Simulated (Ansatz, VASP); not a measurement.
## Si in VASP and in Ansatz

Contents of INCAR:

```
PREC = Accurate
ENCUT = 520
EDIFF = 1E-6
ISMEAR = 0
SIGMA = 0.15
LREAL = False
LASPH = True
NELM = 60
ALGO = Normal
ISIF = 2
LWAVE = False
LCHARG = False
GGA = CA
NBANDS = 8
```

File KPOINTS:

```
Automatic mesh
0
Gamma
  24 24 20
```

Contents of POSCAR:

```
Si
1.0
    2.4895156742      0.0000000000      0.0000000000
   -1.2447578371      2.1559838169      0.0000000000
    0.0000000000      0.0000000000      2.5896721095
Si
1
Direct
    0.0000000000      0.0000000000      0.0000000000
```

Input for Ansatz:

```yaml
crystal:
  lattice:
    - [2.4895156742, 0.0, 0.0]
    - [-1.2447578371, 2.1559838169, 0.0]
    - [0.0, 0.0, 2.5896721095]
  atoms:
    - { symbol: Si, position: [0.0, 0.0, 0.0] }
basis:
  ecutwfc: 420
kpoints:
  mp_grid: { grid: [24, 24, 20] }
hamiltonian:
  xc: lda
scf:
  occupations: { method: gaussian, width: 0.15 }
output:
  forces: true
  stress: true
  eigenvalues: true
```

Change from the starting cell: strain -0.050 along x and y, +0.050 along z, atoms carried along.

Alike in both runs: task single point; functional LDA; k mesh 24 × 24 × 20; occupations gaussian, width 0.15 eV; no spin polarisation.

|  | VASP | Ansatz |
| --- | --- | --- |
| version | VASP 6.6.1 | Ansatz 0.2.0 |
| potentials or method | VASP PAW LDA potentials, release 64 (Si), cutoff 520 eV | scalar-relativistic, plane waves, PAW |
| valence electrons in the cell | 4 | 4 |

Ansatz gave:

| Property | Result |
| --- | --- |
| gap on the k mesh at the Fermi level (eV) | none |
| pressure (GPa) | 6.9 |
| traceless stress, the component that is largest in VASP (GPa) | -17.66 |

Problem. Estimate VASP's values.

Solution. gap on the k mesh at the Fermi level (eV): none; pressure (GPa): 7.0; traceless stress, the component that is largest in VASP (GPa): -17.68.

LDA's correlation is that of Perdew and Zunger in VASP and of Perdew and Wang (1992) in Ansatz. A gap of «none» marks a metal or a gap that the smearing closes.
